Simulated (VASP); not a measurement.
# GaAs (F-43m) in VASP: a series of runs

The runs below take GaAs through single point, relaxation of cell and atoms, with PBE.

Everything below comes from runs of VASP 6.6.1. Logs are shortened: lines on timing, memory, paths and dates and some standing lists are left out, and cuts for length are marked.

## Step 1: The cell of the first run

The structure is cubic, space group F-43m (No. 216). Conventional cell: a = 5.746 Å, b = 5.746 Å, c = 5.746 Å, α = 90.00°, β = 90.00°, γ = 90.00°. Ga (site symmetry -43m) has 4 As at 2.49 Å within 3.3 Å. As (site symmetry -43m) has 4 Ga at 2.49 Å within 3.3 Å.

## Step 2: Single point, PBE

Input file INCAR:

```
SYSTEM = GaAs
  ALGO = Normal
  EDIFF = 1E-6
  ENCUT = 520
  GGA = PE
  ISIF = 2
  ISMEAR = 0
  LASPH = .TRUE.
  LCHARG = .FALSE.
  LREAL = .FALSE.
  LWAVE = .FALSE.
  NBANDS = 16
  NELM = 80
  PREC = Accurate
  SIGMA = 0.01
```

Input file KPOINTS:

```
k-points
0
G
  10 10 10
  0 0 0
```

Input file POSCAR:

```
GaAs
1.0
    0.0000000000      2.8729623477      2.8729623477
    2.8729623477      0.0000000000      2.8729623477
    2.8729623477      2.8729623477      0.0000000000
Ga As
1 1
Direct
    0.0000000000      0.0000000000      0.0000000000
    0.2500000000      0.2500000000      0.2500000000
```

Potentials or basis: VASP PAW PBE potentials, release 64 (Ga_d, As).

Command:

```console
$ cat potpaw_PBE.64/Ga_d/POTCAR potpaw_PBE.64/As/POTCAR > POTCAR
$ mpirun -np 1 vasp_std > vasp.out
```

OUTCAR:

```text
SYSTEM = GaAs
   EDIFF = 1E-6
   ENCUT = 520
   GGA = PE
   ISIF = 2
   ISMEAR = 0
   LASPH = .TRUE.
   LREAL = .FALSE.
   NELM = 80
   PREC = Accurate

 ion  position               nearest neighbor table
   1  0.000  0.000  0.000-   2 2.49   2 2.49   2 2.49   2 2.49
   2  0.250  0.250  0.250-   1 2.49   1 2.49   1 2.49   1 2.49

  LATTYP: Found a face centered cubic cell.
 ALAT       =     5.7459246954

  Lattice vectors:

 A1 = (   0.0000000000,   2.8729623477,   2.8729623477)
 A2 = (   2.8729623477,   0.0000000000,   2.8729623477)
 A3 = (   2.8729623477,   2.8729623477,   0.0000000000)

Analysis of symmetry for initial positions (statically):
[... 5 lines left out ...]
 face centered cubic supercell.

 Subroutine GETGRP returns: Found 24 space group operations
 (whereof 24 operations were pure point group operations)
 out of a pool of 48 trial point group operations.

The static configuration has the point symmetry T_d .

Analysis of symmetry for dynamics (positions and initial velocities):
[... 5 lines left out ...]
 face centered cubic supercell.

 Subroutine GETGRP returns: Found 24 space group operations
 (whereof 24 operations were pure point group operations)
 out of a pool of 48 trial point group operations.

The dynamic configuration has the point symmetry T_d .

 Subroutine INISYM returns: Found 24 space group operations
 (whereof 24 operations are pure point group operations),
 and found     1 'primitive' translations

----------------------------------------------------------------------------------------

                                     Primitive cell

  volume of cell :      47.4264

  direct lattice vectors                    reciprocal lattice vectors
     0.000000000  2.872962348  2.872962348    -0.174036392  0.174036392  0.174036392
     2.872962348  0.000000000  2.872962348     0.174036392 -0.174036392  0.174036392
     2.872962348  2.872962348  0.000000000     0.174036392  0.174036392 -0.174036392

  length of vectors
     4.062982316  4.062982316  4.062982316     0.301439872  0.301439872  0.301439872

  position of ions in fractional coordinates (direct lattice)
     0.000000000  0.000000000  0.000000000
     0.250000000  0.250000000  0.250000000

  ion indices of the primitive-cell ions
   primitive index   ion index
                 1           1
                 2           2

----------------------------------------------------------------------------------------

 KPOINTS: k-points

Automatic generation of k-mesh.
 Grid dimensions read from file:
 generate k-points for:   10   10   10

 Generating k-lattice:

  Cartesian coordinates                     Fractional coordinates (reciprocal lattice)
    -0.017403639  0.017403639  0.017403639     0.100000000  0.000000000  0.000000000
     0.017403639 -0.017403639  0.017403639     0.000000000  0.100000000  0.000000000
     0.017403639  0.017403639 -0.017403639     0.000000000  0.000000000  0.100000000

  Length of vectors
     0.030143987  0.030143987  0.030143987

  Shift w.r.t. Gamma in fractional coordinates (k-lattice)
     0.000000000  0.000000000  0.000000000

 Subroutine IBZKPT returns following result:
 ===========================================

 Found     47 irreducible k-points:

 Following reciprocal coordinates:
            Coordinates               Weight
  0.000000  0.000000  0.000000      1.000000
  0.100000  0.000000  0.000000      8.000000
  0.200000  0.000000  0.000000      8.000000
  0.300000  0.000000  0.000000      8.000000
  0.400000  0.000000  0.000000      8.000000
  0.500000  0.000000  0.000000      4.000000
[... 16 lines left out ...]
  0.300000  0.300000  0.000000      6.000000
  0.400000  0.300000  0.000000     24.000000
 [... further k-points ...]
   k-points           NKPTS =     47   k-points in BZ     NKDIM =     47   number of bands    NBANDS=     16
   number of dos      NEDOS =    301   number of ions     NIONS =      2
   total plane-waves  NPLWV =  27000
   dimension x,y,z NGX =    30 NGY =   30 NGZ =   30
   dimension x,y,z NGXF=    60 NGYF=   60 NGZF=   60
   ions per type =               1   1
   NGX,Y,Z   is equivalent  to a cutoff of  12.28, 12.28, 12.28 a.u.
   NGXF,Y,Z  is equivalent  to a cutoff of  24.55, 24.55, 24.55 a.u.
 SYSTEM =  GaAs
   PREC   = accura    normal or accurate (medium, high low for compatibility)
   ISTART =      0    job   : 0-new  1-cont  2-samecut
   ICHARG =      2    charge: 1-file 2-atom 10-const
   ISPIN  =      1    spin polarized calculation?
   LNONCOLLINEAR =      F non collinear calculations
   LSORBIT =      F    spin-orbit coupling
   LASPH  =      T    aspherical Exc in radial PAW
   ENCUT  =  520.0 eV  38.22 Ry    6.18 a.u.   7.55  7.55  7.55*2*pi/ulx,y,z
   NELM   =     80;   NELMIN=  2; NELMDL= -5     # of ELM steps
   EDIFF  = 0.1E-05   stopping-criterion for ELM
   LREAL  =      F    real-space projection
   EDIFFG = 0.1E-04   stopping-criterion for IOM
   NSW    =      0    number of steps for IOM
   IBRION =     -1    ionic relax: 0-MD 1-quasi-New 2-CG
   NFREE  =      0    steps in history (QN), initial steepest desc. (CG)
   ISIF   =      2    stress and relaxation
   ISYM   =      2    0-nonsym 1-usesym 2-fastsym
   POTIM  = 0.5000    time-step for ionic-motion
   TEBEG  =    0.0;   TEEND  =   0.0 temperature during run
   PSTRESS=    0.0 pullay stress
   NELECT =      18.0000    total number of electrons
   NUPDOWN=      -1.0000    fix difference up-down
   EMIN   =  10.00;   EMAX   =-10.00  energy-range for DOS
   EFERMI =   0.00;   METHOD = LEGACY
   ISMEAR =     0;   SIGMA  =   0.01  broadening in eV -4-tet -1-fermi 0-gaus
   EFERMI_NEDOS =   21; number of points for ismear=-14 and -15
   IALGO  =     38    algorithm
   IMIX   =      4    mixing-type and parameters
     AMIX     =   0.40;   BMIX     =  1.00
     AMIX_MAG =   1.60;   BMIX_MAG =  1.00
  volume/ion in A,a.u.               =      23.71       160.02
  Fermi-wavevector in a.u.,A,eV,Ry     =   1.185293  2.239879 19.115091  1.404920
  Thomas-Fermi vector in A             =   2.321490
   LORBIT       =      0    0 simple, 1 ext, 2 COOP (PROOUT), +10 PAW based schemes
   GGA     = PE    functional components
   LHFCALC =     F    Hartree Fock is set to
   AEXX    =    0.0000 exact exchange contribution
   IVDW    =     0    specifies the selected vdW correction
   LEPSILON=     F    determine dielectric tensor
   LRPA    =     F    only Hartree local field effects (RPA)
 non-spin polarized calculation
 Gauss-broadening in eV      SIGMA  =   0.01
  energy-cutoff  :      520.00
  volume of cell :       47.43
 maximum number of plane-waves:      1298
   NGX = 15   NGY = 15   NGZ = 15

 number of electron      17.9999987 magnetization

 Free energy of the ion-electron system (eV)
  ---------------------------------------------------
  ext. energy  EPLUGINS =         0.00000000
  ---------------------------------------------------
  free energy    TOTEN  =        -8.27525415 eV

  energy without entropy =       -8.27525415  energy(sigma->0) =       -8.27525415

 E-fermi :   3.5568     XC(G=0):  -9.3716

 val. band max:        3.4870276592   @ k =   0.0000   0.0000   0.0000
 cond. band min:       3.6480730337   @ k =   0.0000   0.0000   0.0000
 fundamental gap:      0.1610453744
 Fermi energy:         3.5567615343

 k-point     1 :       0.0000    0.0000    0.0000
  band No.  band energies     occupation
      1     -11.2392      2.00000
      2     -11.2392      2.00000
      3     -11.2392      2.00000
      4     -11.1712      2.00000
      5     -11.1712      2.00000
      6      -8.9007      2.00000
[... 8 lines left out ...]
     15      13.4899      0.00000
     16      13.4899      0.00000

 k-point     2 :       0.1000    0.0000    0.0000
  band No.  band energies     occupation
      1     -11.2461      2.00000
      2     -11.2372      2.00000
      3     -11.2372      2.00000
      4     -11.1713      2.00000
      5     -11.1713      2.00000
      6      -8.7915      2.00000
[... 8 lines left out ...]
     15      12.8590      0.00000
     16      12.8590      0.00000

 k-point     3 :       0.2000    0.0000    0.0000
  band No.  band energies     occupation
      1     -11.2634      2.00000
      2     -11.2324      2.00000
      3     -11.2324      2.00000
      4     -11.1712      2.00000
      5     -11.1712      2.00000
      6      -8.4778      2.00000
[... 8 lines left out ...]
     15      12.3847      0.00000
     16      12.4185      0.00000

 k-point     4 :       0.3000    0.0000    0.0000
  band No.  band energies     occupation
      1     -11.2833      2.00000
      2     -11.2272      2.00000
      3     -11.2272      2.00000
      4     -11.1703      2.00000
      5     -11.1703      2.00000
      6      -8.0105      2.00000
[... 8 lines left out ...]
     15      12.7277      0.00000
     16      12.7277      0.00000

 k-point     5 :       0.4000    0.0000    0.0000
  band No.  band energies     occupation
      1     -11.2984      2.00000
      2     -11.2238      2.00000
      3     -11.2238      2.00000
      4     -11.1688      2.00000
      5     -11.1688      2.00000
      6      -7.5189      2.00000
[... 8 lines left out ...]
     15      13.8793      0.00000
     16      13.8793      0.00000

 k-point     6 :       0.5000    0.0000    0.0000
  band No.  band energies     occupation
      1     -11.3040      2.00000
      2     -11.2227      2.00000
      3     -11.2227      2.00000
      4     -11.1680      2.00000
      5     -11.1680      2.00000
      6      -7.2823      2.00000
[... 8 lines left out ...]
     15      15.1185      0.00000
     16      15.1185      0.00000
[... 267 lines left out ...]
 k-point    21 :      -0.3000    0.2000    0.0000
  band No.  band energies     occupation
      1     -11.3021      2.00000
      2     -11.2198      2.00000
      3     -11.2185      2.00000
      4     -11.1721      2.00000
      5     -11.1705      2.00000
      6      -7.3768      2.00000
[... 8 lines left out ...]
     15      13.4953      0.00000
     16      15.3522      0.00000

 k-point    22 :      -0.2000    0.2000    0.0000
  band No.  band energies     occupation
      1     -11.2893      2.00000
      2     -11.2244      2.00000
      3     -11.2227      2.00000
      4     -11.1736      2.00000
      5     -11.1694      2.00000
      6      -7.8486      2.00000
[... 8 lines left out ...]
     15      13.8696      0.00000
     16      14.5436      0.00000

 k-point    23 :       0.3000    0.3000    0.0000
  band No.  band energies     occupation
      1     -11.3049      2.00000
      2     -11.2125      2.00000
      3     -11.2125      2.00000
      4     -11.1839      2.00000
      5     -11.1641      2.00000
      6      -7.6966      2.00000
[... 8 lines left out ...]
     15      14.8896      0.00000
     16      15.6236      0.00000

 k-point    24 :       0.4000    0.3000    0.0000
  band No.  band energies     occupation
      1     -11.3154      2.00000
      2     -11.2087      2.00000
      3     -11.2075      2.00000
      4     -11.1856      2.00000
      5     -11.1630      2.00000
      6      -7.2941      2.00000
[... 8 lines left out ...]
     15      15.5510      0.00000
     16      15.9804      0.00000

 [... further k-points ...]
[... 5 lines left out ...]
  --------------------------------------------------------------------------------------
  -------------------------------------------------------------------------------------
  Total        0.0378610      0.0378610      0.0378610     -0.0000000     -0.0000000     -0.0000000
  in kB        1.2790378      1.2790378      1.2790378     -0.0000000     -0.0000000     -0.0000000
  external PRESSURE =       1.2790378 kB  Pullay stress =       0.0000000 kB

 VOLUME and BASIS-vectors are now :
 -----------------------------------------------------------------------------
  energy-cutoff  :      520.00
  volume of cell :       47.43
      direct lattice vectors                 reciprocal lattice vectors
     0.000000000  2.872962348  2.872962348    -0.174036392  0.174036392  0.174036392
     2.872962348  0.000000000  2.872962348     0.174036392 -0.174036392  0.174036392
     2.872962348  2.872962348  0.000000000     0.174036392  0.174036392 -0.174036392

 POSITION                                       TOTAL-FORCE (eV/Angst)
 -----------------------------------------------------------------------------------
      0.00000      0.00000      0.00000        -0.000000      0.000000     -0.000000
      1.43648      1.43648      1.43648         0.000000     -0.000000      0.000000
 -----------------------------------------------------------------------------------
    total drift:                                0.000002      0.000002      0.000002

  FREE ENERGIE OF THE ION-ELECTRON SYSTEM (eV)
  ---------------------------------------------------
  free  energy   TOTEN  =        -8.2752541478 eV

  energy  without entropy=       -8.2752541478  energy(sigma->0) =       -8.27525415
```

Run time: 13 s. Hardware: 1 thread of Intel Xeon 6975P-C (Granite Rapids), shared host; peak memory 0.19 GiB.

What came out:

| Quantity | Value |
| --- | --- |
| Free energy | -8.2753 eV |
| Pressure | 0.1 GPa |
| Band gap on the k mesh | 0.16 eV, direct |

## Step 3: Relaxation of cell and atoms, PBE

This run uses another cell than the first one, of 23.77 Å³/atom, 1.002 times its volume.

Input file INCAR:

```
PREC     = Accurate       # precision mode
ENCUT    = 600            # plane-wave cutoff, eV
EDIFF    = 1E-6           # SCF threshold, eV
ISMEAR   = 0              # smearing method
SIGMA    = 0.01           # smearing width, eV
LREAL    = F              # projectors in reciprocal space
LASPH    = T              # aspherical terms in the spheres
NELM     = 100            # most SCF steps
ALGO     = Normal         # electronic algorithm
ISIF     = 3              # what is computed and relaxed
LWAVE    = F              # write WAVECAR
LCHARG   = F              # write CHGCAR
GGA      = PE             # functional
IBRION   = 2              # ionic algorithm
NSW      = 100            # ionic steps
EDIFFG   = -0.005         # ionic threshold
```

Input file KPOINTS:

```
Automatic mesh
0
Gamma
  10 10 10
```

Input file POSCAR:

```
GaAs
1.0
    0.0000000000      2.8750910496      2.8750910496
    2.8750910496      0.0000000000      2.8750910496
    2.8750910496      2.8750910496      0.0000000000
Ga As
1 1
Direct
    0.0000000000      0.0000000000      0.0000000000
    0.2500000000      0.2500000000      0.2500000000
```

Potentials or basis: VASP PAW PBE potentials, release 64 (Ga_d, As).

Command:

```console
$ cat potpaw_PBE.64/Ga_d/POTCAR potpaw_PBE.64/As/POTCAR > POTCAR
$ mpirun -np 1 vasp_std > vasp.out
```

It took 9.7 s on 1 thread of Intel Xeon 6975P-C (Granite Rapids), shared host; peak memory 0.19 GiB.

Results (log left out):

- Free energy: -8.2751 eV
- Pressure after relaxing: 0.0 GPa
- Band gap on the k mesh: 0.14 eV, direct

Final structure:
```
Ga As
1.0
     0.00000    2.87509    2.87509
     2.87509    0.00000    2.87509
     2.87509    2.87509    0.00000
Ga As
1 1
Direct
  0.00000 0.00000 0.00000
  0.25000 0.25000 0.25000
```

Levels at points of the mesh, in eV from the valence-band top:
```
           k point  band 5  band 6  band 7  band 8  band 9  band 10  band 11  band 12  band 13
(0.00, 0.00, 0.00)  -14.66  -12.37    0.00    0.00    0.00     0.14     3.72     3.72     3.72
(0.50, 0.00, 0.00)  -14.65  -10.76   -6.37   -1.07   -1.07     0.86     4.62     4.62     7.70
(0.50, 0.50, 0.00)  -14.65  -10.09   -6.59   -2.50   -2.50     1.56     1.68     9.77     9.77
```

Caveat: the relaxation stopped at its first step, so nothing moved.

## Step 4: Single point, PBE

This run uses another cell than the first one, of 20.96 Å³/atom, 0.884 times its volume.

Input file INCAR:

```
PREC     = Accurate       # precision mode
ENCUT    = 520            # plane-wave cutoff, eV
EDIFF    = 1E-6           # SCF threshold, eV
ISMEAR   = 0              # smearing method
SIGMA    = 0.01           # smearing width, eV
LREAL    = False          # projectors in reciprocal space
LASPH    = True           # aspherical terms in the spheres
NELM     = 60             # most SCF steps
ALGO     = Normal         # electronic algorithm
ISIF     = 2              # what is computed and relaxed
LWAVE    = False          # write WAVECAR
LCHARG   = True           # write CHGCAR
GGA      = PE             # functional
LELF     = True           # ELF
LVHAR    = True         
NBANDS   = 16             # bands
```

KPOINTS is that of step 3.

Input file POSCAR:

```
GaAs
1.0
    0.0000000000      2.7569655652      2.7569655652
    2.7569655652      0.0000000000      2.7569655652
    2.7569655652      2.7569655652      0.0000000000
Ga As
1 1
Direct
    0.0000000000      0.0000000000      0.0000000000
    0.2500000000      0.2500000000      0.2500000000
```

Command:

```console
$ cat potpaw_PBE.64/Ga_d/POTCAR potpaw_PBE.64/As/POTCAR > POTCAR
$ mpirun -np 1 vasp_std > vasp.out
```

Run time: 31 s. Hardware: 1 thread of Intel Xeon 6975P-C, shared host; peak memory 0.19 GiB.

The run converged. Its results:

```yaml
Free_energy: -8.1152 eV
Pressure: 10.3 GPa
Band_gap_on_the_k_mesh: 1.10 eV, direct
```

Levels at points of the mesh, in eV from the valence-band top:
```csv
k point,band 5,band 6,band 7,band 8,band 9,band 10,band 11,band 12,band 13,band 14
"(0.00, 0.00, 0.00)",-14.86,-13.29,0.00,0.00,0.00,1.10,3.74,3.74,3.74,7.82
"(0.50, 0.00, 0.00)",-14.86,-11.28,-7.07,-1.26,-1.26,1.22,4.65,4.65,7.81,10.98
"(0.50, 0.50, 0.00)",-14.85,-10.44,-7.19,-2.96,-2.96,1.31,1.60,10.78,10.78,11.69
```

## Step 5: The runs side by side

```tsv
task	cell	cutoff (eV)	gap on the mesh (eV)	pressure (GPa)
single point	a = 4.063 Å, angles 60.0°, 2 atoms	520	0.16	0.1
relaxation of cell and atoms	relaxed from a = 4.066 Å, angles 60.0°, 2 atoms	600	0.14	0.0
single point	a = 3.899 Å, angles 60.0°, 2 atoms	520	1.10	10.3
```

Alike in all rows: level PBE; potentials or basis VASP PAW PBE potentials, release 64 (Ga_d, As); no spin polarisation; k mesh 10 × 10 × 10; smearing gaussian 0.01 eV.

Caveats: the relaxation stopped at its first step, so nothing moved (some runs).

Total energies depend on the potentials used, so only differences within one code and one set of settings carry meaning.
